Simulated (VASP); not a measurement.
# SiO2 (I-42d) in VASP: further runs, part 2 of 2

VASP 6.6.1. The steps go on from the part before.

### 5 Relaxation of shape and atoms at fixed volume, PBE (14.61 Å³/atom)

This run uses another cell than the first one, of 14.61 Å³/atom.

Input file INCAR:

```
SYSTEM = SiO2
ALGO     = Normal         ! electronic algorithm
EDIFF    = 1E-7           ! SCF threshold, eV
EDIFFG   = -0.01          ! ionic threshold
ENCUT    = 600            ! plane-wave cutoff, eV
GGA      = PE             ! functional
IBRION   = 2              ! ionic algorithm
ISIF     = 4              ! what is computed and relaxed
ISMEAR   = 0              ! smearing method
LASPH    = .True.         ! aspherical terms in the spheres
LCHARG   = .False.        ! write CHGCAR
LREAL    = .False.        ! projectors in reciprocal space
LWAVE    = .False.        ! write WAVECAR
NELM     = 60             ! most SCF steps
NSW      = 50             ! ionic steps
PREC     = Accurate       ! precision mode
SIGMA    = 0.02           ! smearing width, eV
```

Input file KPOINTS:

```
k-points
0
Gamma
  6 6 6
  0 0 0
```

Input file POSCAR:

```
SiO2
1.0
   -2.4549878025      2.4549878025      3.6349334593
    2.4549878025     -2.4549878025      3.6349334593
    2.4549878025      2.4549878025     -3.6349334593
Si O
2 4
Direct
    0.0000000000      0.0000000000      0.0000000000
    0.7500000000      0.2500000000      0.5000000000
    0.9778913088      0.6250000000      0.8528913088
    0.3750000000      0.2278913088      0.3528913088
    0.7721086912      0.1250000000      0.1471086912
    0.8750000000      0.0221086912      0.6471086912
```

Potentials or basis: VASP PAW PBE potentials, release 64 (Si, O).

Run with:

```
> cat potpaw_PBE.64/Si/POTCAR potpaw_PBE.64/O/POTCAR > POTCAR
> mpirun -np 1 vasp_std > vasp.out
```

OUTCAR:

```text
SYSTEM = SiO2
   EDIFF = 1E-7
   EDIFFG = -0.01
   ENCUT = 600
   GGA = PE
   IBRION = 2
   ISIF = 4
   ISMEAR = 0
   LASPH = .True.
   LREAL = .False.
   NELM = 60
   NSW = 50
   PREC = Accurate

 ion  position               nearest neighbor table
   1  0.000  0.000  0.000-   3 1.61   4 1.61   5 1.61   6 1.61   2 3.05   2 3.05   2 3.05   2 3.05

   2  0.750  0.250  0.500-   3 1.61   4 1.61   5 1.61   6 1.61   1 3.05   1 3.05   1 3.05   1 3.05

   3  0.978  0.625  0.853-   1 1.61   2 1.61
   4  0.375  0.228  0.353-   1 1.61   2 1.61
   5  0.772  0.125  0.147-   1 1.61   2 1.61
   6  0.875  0.022  0.647-   1 1.61   2 1.61

  LATTYP: Found a body centered tetragonal cell.
 ALAT       =     4.9099756050
 C/A-ratio  =     1.4806319834

  Lattice vectors:

 A1 = (  -2.4549878025,   2.4549878025,   3.6349334593)
 A2 = (   2.4549878025,  -2.4549878025,   3.6349334593)
 A3 = (   2.4549878025,   2.4549878025,  -3.6349334593)

Analysis of symmetry for initial positions (statically):
=====================================================================
 Subroutine PRICEL returns:
 Original cell was already a primitive cell.

 Routine SETGRP: Setting up the symmetry group for a
 body centered tetragonal supercell.

 Subroutine GETGRP returns: Found  8 space group operations
 (whereof  4 operations were pure point group operations)
 out of a pool of 16 trial point group operations.

The static configuration has the point symmetry S_4 .
 The point group associated with its full space group is D_2d.

Analysis of symmetry for dynamics (positions and initial velocities):
=====================================================================
 Subroutine PRICEL returns:
 Original cell was already a primitive cell.

[... 134 lines left out ...]
   IMIX   =      4    mixing-type and parameters
     AMIX     =   0.40;   BMIX     =  1.00
     AMIX_MAG =   1.60;   BMIX_MAG =  1.00
  volume/ion in A,a.u.               =      14.61        98.56
  Fermi-wavevector in a.u.,A,eV,Ry     =   1.170145  2.211254 18.629640  1.369240
  Thomas-Fermi vector in A             =   2.306608
   LORBIT       =      0    0 simple, 1 ext, 2 COOP (PROOUT), +10 PAW based schemes
   GGA     = PE    functional components
   LHFCALC =     F    Hartree Fock is set to
   AEXX    =    0.0000 exact exchange contribution
   IVDW    =     0    specifies the selected vdW correction
   LEPSILON=     F    determine dielectric tensor
   LRPA    =     F    only Hartree local field effects (RPA)
 conjugate gradient relaxation of ions
 non-spin polarized calculation
 Gauss-broadening in eV      SIGMA  =   0.02
  energy-cutoff  :      600.00
  volume of cell :       87.63
 maximum number of plane-waves:      2946
   NGX = 21   NGY = 21   NGZ = 21

--------------------------------------- Ionic step        1  -------------------------------------------

 number of electron      32.0000006 magnetization

 Free energy of the ion-electron system (eV)
  ---------------------------------------------------
  ext. energy  EPLUGINS =         0.00000000
  ---------------------------------------------------
  free energy    TOTEN  =       -47.43114100 eV

  energy without entropy =      -47.43114100  energy(sigma->0) =      -47.43114100

------------------------ aborting loop because EDIFF is reached ----------------------------------------

  FORCE on cell =-STRESS in cart. coord.  units (eV):
  Direction    XX          YY          ZZ          XY          YZ          ZX
  --------------------------------------------------------------------------------------
  -------------------------------------------------------------------------------------
  Total        3.2906598      3.2906598      3.3060938      0.0000000      0.0000000      0.0000000
  in kB       60.1642402     60.1642402     60.4464247      0.0000000      0.0000000      0.0000000
  external PRESSURE =      60.2583017 kB  Pullay stress =       0.0000000 kB
[... 187 lines left out ...]
--------------------------------------- Ionic step        6  -------------------------------------------

 number of electron      32.0000008 magnetization

 Free energy of the ion-electron system (eV)
  ---------------------------------------------------
  ext. energy  EPLUGINS =         0.00000000
  ---------------------------------------------------
  free energy    TOTEN  =       -47.46901743 eV

  energy without entropy =      -47.46901743  energy(sigma->0) =      -47.46901743

 E-fermi :  -0.2281     XC(G=0):  -8.3450

 val. band max:       -0.3570614215   @ k =   0.0000   0.0000   0.0000
 cond. band min:       5.5851767646   @ k =   0.0000   0.0000   0.0000
 fundamental gap:      5.9422381860
 Fermi energy:        -0.2281457035

 k-point     1 :       0.0000    0.0000    0.0000
  band No.  band energies     occupation
      1     -19.4196      2.00000
      2     -17.3661      2.00000
      3     -17.3661      2.00000
      4     -17.2957      2.00000
      5      -9.2494      2.00000
      6      -5.6883      2.00000
[... 541 lines left out ...]
     19       9.6389      0.00000
     20       9.9202      0.00000

 [... further k-points ...]
[... 5 lines left out ...]
  --------------------------------------------------------------------------------------
  -------------------------------------------------------------------------------------
  Total        0.8587566      0.8587566      0.8507222      0.0000000      0.0000000      0.0000000
  in kB       15.7009352     15.7009352     15.5540406      0.0000000      0.0000000      0.0000000
  external PRESSURE =      15.6519703 kB  Pullay stress =       0.0000000 kB
[... 21 lines left out ...]
  FREE ENERGIE OF THE ION-ELECTRON SYSTEM (eV)
  ---------------------------------------------------
  free  energy   TOTEN  =       -47.4690174335 eV

  energy  without entropy=      -47.4690174335  energy(sigma->0) =      -47.46901743

 reached required accuracy - stopping structural energy minimisation
```

OSZICAR:

```text
N       E                     dE             d eps       ncg     rms          rms(c)
DAV:   1     0.223783670583E+03    0.22378E+03   -0.17868E+04  1200   0.160E+03
DAV:   2    -0.384421899710E+02   -0.26223E+03   -0.25484E+03  1704   0.339E+02
[... 56 lines left out ...]
DAV:   1    -0.474736048707E+02   -0.54461E-02   -0.64663E-01  1220   0.702E+00    0.544E-01
DAV:   2    -0.474706322968E+02    0.29726E-02   -0.70756E-03  1392   0.696E-01    0.300E-01
DAV:   3    -0.474689958562E+02    0.16364E-02   -0.18706E-03  1596   0.412E-01    0.253E-02
DAV:   4    -0.474690107571E+02   -0.14901E-04   -0.15852E-04  1384   0.102E-01    0.184E-02
DAV:   5    -0.474690153165E+02   -0.45595E-05   -0.42439E-06  1536   0.151E-02    0.891E-03
DAV:   6    -0.474690173630E+02   -0.20465E-05   -0.14059E-06  1312   0.957E-03    0.111E-03
DAV:   7    -0.474690174335E+02   -0.70430E-07   -0.54413E-08   944   0.181E-03
   6 F= -.47469017E+02 E0= -.47469017E+02  d E =-.166752E-02
```

Run time: 2.5 min. Hardware: 1 thread of Intel Xeon Platinum 8488C (Sapphire Rapids), shared host; peak memory 0.26 GiB.

Results:

| Quantity | Value |
| --- | --- |
| Free energy | -47.4690 eV |
| Energy gained by relaxing | 6.3 meV/atom |
| Ionic steps | 6 |
| Pressure after relaxing | 1.6 GPa |
| Band gap on the k mesh | 5.94 eV |

The path:
```
step  energy change (eV)  largest force (eV/Å)  pressure (GPa)  volume (Å³)
   1              0.0000                0.3558            6.03        87.63
   2             -0.0205                0.2390            4.53        87.63
   3             -0.0361                0.0217            1.47        87.63
   4             -0.0362                0.0005            1.72        87.63
   5             -0.0370                0.0010            1.68        87.63
   6             -0.0379                0.0019            1.57        87.63
```

Final structure:
```xyz
6
Lattice="-2.4432 2.4432 3.6702 2.4432 -2.4432 3.6702 2.4432 2.4432 -3.6702" Properties=species:S:1:pos:R:3 pbc="T T T"
Si    0.0000    0.0000    0.0000
Si    0.0000    2.4432    1.8351
O     1.2216    2.9974    2.7527
O     0.5543    1.2216    0.9176
O    -1.2216    1.8889    2.7527
O    -0.5543    3.6647    0.9176
```

Levels at points of the mesh, in eV from the valence-band top:
| k point | band 12 | band 13 | band 14 | band 15 | band 16 | band 17 | band 18 | band 19 | band 20 |
| --- | --- | --- | --- | --- | --- | --- | --- | --- | --- |
| (0.00, 0.00, 0.00) | -1.42 | -1.35 | -0.88 | 0.00 | 0.00 | 5.94 | 8.74 | 11.03 | 11.09 |
| (0.50, 0.00, 0.00) | -1.48 | -1.32 | -0.70 | -0.33 | -0.17 | 8.23 | 9.16 | 9.92 | 10.16 |
| (0.50, 0.50, 0.00) | -1.91 | -0.81 | -0.81 | -0.25 | -0.25 | 9.29 | 9.29 | 10.12 | 10.12 |
| (0.50, 0.50, 0.50) | -1.93 | -1.45 | -1.45 | -0.20 | -0.20 | 8.98 | 8.98 | 9.89 | 9.89 |

### 6 Summary

```tsv
cell	smearing	gap on the mesh (eV)	pressure (GPa)
relaxed from a = 5.157 Å, angles 121.2, 121.2, 87.9°, 6 atoms, atomic positions A	gaussian 0.01 eV	5.67	-0.5
relaxed from a = 4.943 Å, angles 122.4, 122.4, 85.9°, 6 atoms, atomic positions B	gaussian 0.02 eV	6.16	3.4
relaxed from a = 4.984 Å, angles 121.9, 121.9, 86.7°, 6 atoms, atomic positions C	gaussian 0.02 eV	6.05	2.5
relaxed from a = 5.027 Å, angles 121.5, 121.5, 87.4°, 6 atoms, atomic positions D	gaussian 0.02 eV	5.94	1.6
```

Alike in all rows: task relaxation of shape and atoms at fixed volume; level PBE; potentials or basis VASP PAW PBE potentials, release 64 (Si, O); no spin polarisation; k mesh 6 × 6 × 6; cutoff (eV) 600.

Absolute energies hang on the potentials; compare differences alone.
